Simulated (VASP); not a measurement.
# GaP (F-43m) in VASP: a series of runs

GaP is run at these levels: PBE; tasks: single point.

Everything below comes from runs of VASP 6.6.1. Logs are shortened: lines on timing, memory, paths and dates and some standing lists are left out, and cuts for length are marked.

**1. The cell of the first run**

It takes space group F-43m (No. 216, cubic). The conventional cell has a = 5.487 Å, b = 5.487 Å, c = 5.487 Å, α = 90.00°, β = 90.00°, γ = 90.00°. Ga (site symmetry -43m) has 4 P at 2.38 Å within 3.1 Å. P (site symmetry -43m) has 4 Ga at 2.38 Å within 3.1 Å.

**2. Single point, PBE (volume scaled by 1.02, then relaxed in part)**

INCAR reads:

```
SYSTEM = GaP
  PREC = Accurate
  ENCUT = 520
  EDIFF = 1E-7
  ISMEAR = -1
  SIGMA = 0.02
  LREAL = .FALSE.
  LASPH = .TRUE.
  NELM = 80
  ALGO = Normal
  ISIF = 2
  LWAVE = .FALSE.
  LCHARG = .FALSE.
  GGA = PE
  NBANDS = 16
```

KPOINTS reads:

```
Automatic mesh
0
G
  14 14 14
  0 0 0
```

POSCAR reads:

```
GaP
1.0
    0.0000000000      2.7432985392      2.7432985392
    2.7432985392      0.0000000000      2.7432985392
    2.7432985392      2.7432985392      0.0000000000
Ga P
1 1
Direct
    0.0000000000      0.0000000000      0.0000000000
    0.2500000000      0.2500000000      0.2500000000
```

Potentials or basis: VASP PAW PBE potentials, release 64 (Ga_d, P).

On the command line:

```
cat potpaw_PBE.64/Ga_d/POTCAR potpaw_PBE.64/P/POTCAR > POTCAR
mpirun -np 1 vasp_std > vasp.out
```

OUTCAR:

```text
SYSTEM = GaP
   PREC = Accurate
   ENCUT = 520
   EDIFF = 1E-7
   ISMEAR = -1
   LREAL = .FALSE.
   LASPH = .TRUE.
   NELM = 80
   ISIF = 2
   GGA = PE

 ion  position               nearest neighbor table
   1  0.000  0.000  0.000-   2 2.38   2 2.38   2 2.38   2 2.38
   2  0.250  0.250  0.250-   1 2.38   1 2.38   1 2.38   1 2.38

  LATTYP: Found a face centered cubic cell.
 ALAT       =     5.4865970784

  Lattice vectors:

 A1 = (   0.0000000000,   2.7432985392,   2.7432985392)
 A2 = (   2.7432985392,   0.0000000000,   2.7432985392)
 A3 = (   2.7432985392,   2.7432985392,   0.0000000000)

Analysis of symmetry for initial positions (statically):
=====================================================================
 Subroutine PRICEL returns:
 Original cell was already a primitive cell.

 Routine SETGRP: Setting up the symmetry group for a
 face centered cubic supercell.

 Subroutine GETGRP returns: Found 24 space group operations
 (whereof 24 operations were pure point group operations)
 out of a pool of 48 trial point group operations.

The static configuration has the point symmetry T_d .

Analysis of symmetry for dynamics (positions and initial velocities):
=====================================================================
 Subroutine PRICEL returns:
 Original cell was already a primitive cell.

 Routine SETGRP: Setting up the symmetry group for a
 face centered cubic supercell.

 Subroutine GETGRP returns: Found 24 space group operations
 (whereof 24 operations were pure point group operations)
 out of a pool of 48 trial point group operations.

The dynamic configuration has the point symmetry T_d .

 Subroutine INISYM returns: Found 24 space group operations
 (whereof 24 operations are pure point group operations),
 and found     1 'primitive' translations

----------------------------------------------------------------------------------------

                                     Primitive cell

  volume of cell :      41.2904

  direct lattice vectors                    reciprocal lattice vectors
     0.000000000  2.743298539  2.743298539    -0.182262336  0.182262336  0.182262336
     2.743298539  0.000000000  2.743298539     0.182262336 -0.182262336  0.182262336
     2.743298539  2.743298539  0.000000000     0.182262336  0.182262336 -0.182262336

  length of vectors
     3.879610000  3.879610000  3.879610000     0.315687626  0.315687626  0.315687626

  position of ions in fractional coordinates (direct lattice)
     0.000000000  0.000000000  0.000000000
     0.250000000  0.250000000  0.250000000

  ion indices of the primitive-cell ions
   primitive index   ion index
                 1           1
                 2           2

----------------------------------------------------------------------------------------

 KPOINTS: Automatic mesh

Automatic generation of k-mesh.
 Grid dimensions read from file:
 generate k-points for:   14   14   14

 Generating k-lattice:

  Cartesian coordinates                     Fractional coordinates (reciprocal lattice)
    -0.013018738  0.013018738  0.013018738     0.071428571  0.000000000  0.000000000
     0.013018738 -0.013018738  0.013018738     0.000000000  0.071428571  0.000000000
     0.013018738  0.013018738 -0.013018738     0.000000000  0.000000000  0.071428571

  Length of vectors
     0.022549116  0.022549116  0.022549116

  Shift w.r.t. Gamma in fractional coordinates (k-lattice)
     0.000000000  0.000000000  0.000000000

 Subroutine IBZKPT returns following result:
 ===========================================

 Found    104 irreducible k-points:

 Following reciprocal coordinates:
            Coordinates               Weight
  0.000000  0.000000  0.000000      1.000000
  0.071429  0.000000  0.000000      8.000000
  0.142857  0.000000  0.000000      8.000000
  0.214286  0.000000  0.000000      8.000000
  0.285714  0.000000  0.000000      8.000000
  0.357143  0.000000  0.000000      8.000000
[... 16 lines left out ...]
  0.214286  0.142857  0.000000     24.000000
  0.285714  0.142857  0.000000     24.000000
 [... further k-points ...]
   k-points           NKPTS =    104   k-points in BZ     NKDIM =    104   number of bands    NBANDS=     16
   number of dos      NEDOS =    301   number of ions     NIONS =      2
   total plane-waves  NPLWV =  27000
   dimension x,y,z NGX =    30 NGY =   30 NGZ =   30
   dimension x,y,z NGXF=    60 NGYF=   60 NGZF=   60
   ions per type =               1   1
   NGX,Y,Z   is equivalent  to a cutoff of  12.86, 12.86, 12.86 a.u.
   NGXF,Y,Z  is equivalent  to a cutoff of  25.71, 25.71, 25.71 a.u.
 SYSTEM =  GaP
   PREC   = accura    normal or accurate (medium, high low for compatibility)
   ISTART =      0    job   : 0-new  1-cont  2-samecut
   ICHARG =      2    charge: 1-file 2-atom 10-const
   ISPIN  =      1    spin polarized calculation?
   LNONCOLLINEAR =      F non collinear calculations
   LSORBIT =      F    spin-orbit coupling
   LASPH  =      T    aspherical Exc in radial PAW
   ENCUT  =  520.0 eV  38.22 Ry    6.18 a.u.   7.21  7.21  7.21*2*pi/ulx,y,z
   NELM   =     80;   NELMIN=  2; NELMDL= -5     # of ELM steps
   EDIFF  = 0.1E-06   stopping-criterion for ELM
   LREAL  =      F    real-space projection
   EDIFFG = 0.1E-05   stopping-criterion for IOM
   NSW    =      0    number of steps for IOM
   IBRION =     -1    ionic relax: 0-MD 1-quasi-New 2-CG
   NFREE  =      0    steps in history (QN), initial steepest desc. (CG)
   ISIF   =      2    stress and relaxation
   ISYM   =      2    0-nonsym 1-usesym 2-fastsym
   POTIM  = 0.5000    time-step for ionic-motion
   TEBEG  =    0.0;   TEEND  =   0.0 temperature during run
   PSTRESS=    0.0 pullay stress
   NELECT =      18.0000    total number of electrons
   NUPDOWN=      -1.0000    fix difference up-down
   EMIN   =  10.00;   EMAX   =-10.00  energy-range for DOS
   EFERMI =   0.00;   METHOD = LEGACY
   ISMEAR =    -1;   SIGMA  =   0.02  broadening in eV -4-tet -1-fermi 0-gaus
   EFERMI_NEDOS =   21; number of points for ismear=-14 and -15
   IALGO  =     38    algorithm
   IMIX   =      4    mixing-type and parameters
     AMIX     =   0.40;   BMIX     =  1.00
     AMIX_MAG =   1.60;   BMIX_MAG =  1.00
  volume/ion in A,a.u.               =      20.65       139.32
  Fermi-wavevector in a.u.,A,eV,Ry     =   1.241317  2.345748 20.964770  1.540867
  Thomas-Fermi vector in A             =   2.375720
   LORBIT       =      0    0 simple, 1 ext, 2 COOP (PROOUT), +10 PAW based schemes
   GGA     = PE    functional components
   LHFCALC =     F    Hartree Fock is set to
   AEXX    =    0.0000 exact exchange contribution
   IVDW    =     0    specifies the selected vdW correction
   LEPSILON=     F    determine dielectric tensor
   LRPA    =     F    only Hartree local field effects (RPA)
 non-spin polarized calculation
  energy-cutoff  :      520.00
  volume of cell :       41.29
 maximum number of plane-waves:      1139
 NGX is ok and might be reduce to    30
   NGX = 15   NGY = 15   NGZ = 15

 number of electron      17.9999997 magnetization

 Free energy of the ion-electron system (eV)
  ---------------------------------------------------
  ext. energy  EPLUGINS =         0.00000000
  ---------------------------------------------------
  free energy    TOTEN  =        -9.12689498 eV

  energy without entropy =       -9.12689498  energy(sigma->0) =       -9.12689498

 E-fermi :   4.8740     XC(G=0):  -9.7435

 val. band max:        4.4508753884   @ k =   0.0000   0.0000   0.0000
 cond. band min:       6.0638826127   @ k =   0.5000   0.0000   0.0000
 fundamental gap:      1.6130072243
 Fermi energy:         4.8739640605

 k-point     1 :       0.0000    0.0000    0.0000
  band No.  band energies     occupation
      1     -10.0664      2.00000
      2     -10.0664      2.00000
      3     -10.0664      2.00000
      4      -9.9726      2.00000
      5      -9.9726      2.00000
      6      -7.8934      2.00000
[... 8 lines left out ...]
     15      14.2114      0.00000
     16      14.2114      0.00000

 k-point     2 :       0.0714    0.0000    0.0000
  band No.  band energies     occupation
      1     -10.0707      2.00000
      2     -10.0649      2.00000
      3     -10.0649      2.00000
      4      -9.9727      2.00000
      5      -9.9727      2.00000
      6      -7.8285      2.00000
[... 8 lines left out ...]
     15      13.9363      0.00000
     16      13.9363      0.00000

 k-point     3 :       0.1429    0.0000    0.0000
  band No.  band energies     occupation
      1     -10.0823      2.00000
      2     -10.0608      2.00000
      3     -10.0608      2.00000
      4      -9.9726      2.00000
      5      -9.9726      2.00000
      6      -7.6370      2.00000
[... 8 lines left out ...]
     15      13.5054      0.00000
     16      14.2428      0.00000

 k-point     4 :       0.2143    0.0000    0.0000
  band No.  band energies     occupation
      1     -10.0981      2.00000
      2     -10.0554      2.00000
      3     -10.0554      2.00000
      4      -9.9720      2.00000
      5      -9.9720      2.00000
      6      -7.3294      2.00000
[... 8 lines left out ...]
     15      13.3359      0.00000
     16      14.4616      0.00000
[... 324 lines left out ...]
 k-point    22 :       0.1429    0.1429    0.0000
  band No.  band energies     occupation
      1     -10.0925      2.00000
      2     -10.0554      2.00000
      3     -10.0554      2.00000
      4      -9.9776      2.00000
      5      -9.9688      2.00000
      6      -7.5518      2.00000
[... 8 lines left out ...]
     15      14.5271      0.00000
     16      14.7420      0.00000

 k-point    23 :       0.2143    0.1429    0.0000
  band No.  band energies     occupation
      1     -10.1048      2.00000
      2     -10.0504      2.00000
      3     -10.0496      2.00000
      4      -9.9798      2.00000
      5      -9.9670      2.00000
      6      -7.3246      2.00000
[... 8 lines left out ...]
     15      14.5599      0.00000
     16      15.4832      0.00000

 k-point    24 :       0.2857    0.1429    0.0000
  band No.  band energies     occupation
      1     -10.1178      2.00000
      2     -10.0461      2.00000
      3     -10.0438      2.00000
      4      -9.9808      2.00000
      5      -9.9653      2.00000
      6      -6.9889      2.00000
[... 8 lines left out ...]
     15      14.6941      0.00000
     16      15.7456      0.00000

 [... further k-points ...]
[... 5 lines left out ...]
  --------------------------------------------------------------------------------------
  -------------------------------------------------------------------------------------
  Total        0.2143411      0.2143411      0.2143411      0.0000000     -0.0000000      0.0000000
  in kB        8.3170043      8.3170043      8.3170043      0.0000000     -0.0000000      0.0000000
  external PRESSURE =       8.3170043 kB  Pullay stress =       0.0000000 kB

 VOLUME and BASIS-vectors are now :
 -----------------------------------------------------------------------------
  energy-cutoff  :      520.00
  volume of cell :       41.29
      direct lattice vectors                 reciprocal lattice vectors
     0.000000000  2.743298539  2.743298539    -0.182262336  0.182262336  0.182262336
     2.743298539  0.000000000  2.743298539     0.182262336 -0.182262336  0.182262336
     2.743298539  2.743298539  0.000000000     0.182262336  0.182262336 -0.182262336

 POSITION                                       TOTAL-FORCE (eV/Angst)
 -----------------------------------------------------------------------------------
      0.00000      0.00000      0.00000         0.000000      0.000000     -0.000000
      1.37165      1.37165      1.37165        -0.000000     -0.000000      0.000000
 -----------------------------------------------------------------------------------
    total drift:                                0.000002      0.000002      0.000002

  FREE ENERGIE OF THE ION-ELECTRON SYSTEM (eV)
  ---------------------------------------------------
  free  energy   TOTEN  =        -9.1268949785 eV

  energy  without entropy=       -9.1268949785  energy(sigma->0) =       -9.12689498
```

It took 30 s on 1 thread of Intel Xeon 6975P-C (Granite Rapids), shared host; peak memory 0.21 GiB.

Results:

```
Free energy            : -9.1269 eV
Pressure               : 0.8 GPa
Band gap on the k mesh : 1.61 eV, indirect (least direct gap 1.66 eV)
```

 A k mesh can miss the band edges.

**3. Single point, PBE (volume scaled by 1.04, then relaxed in part)**

INCAR reads:

```
PREC     = Accurate       # precision mode
ENCUT    = 520            # plane-wave cutoff, eV
EDIFF    = 1E-7           # SCF threshold, eV
ISMEAR   = -1             # smearing method
SIGMA    = 0.02           # smearing width, eV
LREAL    = False          # projectors in reciprocal space
LASPH    = True           # aspherical terms in the spheres
NELM     = 100            # most SCF steps
ALGO     = Normal         # electronic algorithm
ISIF     = 2              # what is computed and relaxed
LWAVE    = False          # write WAVECAR
LCHARG   = False          # write CHGCAR
GGA      = PE             # functional
NBANDS   = 16             # bands
```

KPOINTS reads:

```
regular mesh
0
Gamma
  14 14 14
```

POSCAR reads:

```
GaP
1.0
    0.0000000000      2.7611126653      2.7611126653
    2.7611126653      0.0000000000      2.7611126653
    2.7611126653      2.7611126653      0.0000000000
Ga P
1 1
Direct
    0.0000000000      0.0000000000      0.0000000000
    0.2500000000      0.2500000000      0.2500000000
```

Potentials or basis: VASP PAW PBE potentials, release 64 (Ga_d, P).

On the command line:

```
cat potpaw_PBE.64/Ga_d/POTCAR potpaw_PBE.64/P/POTCAR > POTCAR
mpirun -np 1 vasp_std > vasp.out
```

It took 31 s on 1 thread of Intel Xeon 6975P-C (Granite Rapids), shared host; peak memory 0.21 GiB.

It converged, with:

| Item | Value |
| --- | --- |
| Free energy | -9.1273 eV |
| Pressure | -0.7 GPa |
| Band gap on the k mesh | 1.50 eV, direct |

Levels at points of the mesh, in eV from the valence-band top:
| k point | band 5 | band 6 | band 7 | band 8 | band 9 | band 10 | band 11 | band 12 | band 13 | band 14 |
| --- | --- | --- | --- | --- | --- | --- | --- | --- | --- | --- |
| (0.00, 0.00, 0.00) | -14.40 | -12.20 | 0.00 | 0.00 | 0.00 | 1.50 | 3.90 | 3.90 | 3.90 | 8.64 |
| (0.50, 0.00, 0.00) | -14.39 | -10.26 | -6.41 | -1.06 | -1.06 | 1.55 | 4.73 | 4.73 | 8.21 | 10.61 |
| (0.50, 0.50, 0.00) | -14.38 | -9.42 | -6.57 | -2.55 | -2.55 | 1.74 | 1.85 | 10.30 | 10.30 | 10.84 |

 A k mesh can miss the band edges.

[end of part 1 of 2]
